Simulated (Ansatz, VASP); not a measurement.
**Rh in VASP and in Ansatz**

```
Rh
1.0
     2.65486    0.00000    0.00000
    -1.32743    2.29918    0.00000
     0.00000    0.00000   24.67070
Rh
5
Direct
  0.83333 0.16667 0.32612
  0.16667 0.83333 0.41228
  0.50000 0.50000 0.50000
  0.83333 0.16667 0.58772
  0.16667 0.83333 0.67388
```

Alike in both runs: functional LDA; k mesh 16 × 16 × 1; occupations fermi-dirac, width 0.08 eV; no spin polarisation.

Ansatz relaxed the structure, and its values are those at the end. VASP's run is a single point on that final structure, the one shown.

|  | VASP | Ansatz |
| --- | --- | --- |
| version | VASP 6.6.1 | Ansatz 0.2.0 |
| potentials or method | VASP PAW LDA potentials, release 64 (Rh_pv), cutoff 520 eV | all-electron LAPW, scalar-relativistic |

|  | VASP | Ansatz | Ansatz less VASP |
| --- | --- | --- | --- |
| rms of the force components (eV/Å) | 0.013 | 0.001 | -0.0121 |

LDA's correlation is that of Perdew and Zunger in VASP and of Perdew and Wang (1992) in Ansatz. Ansatz ran all-electron here, and VASP with PAW potentials.
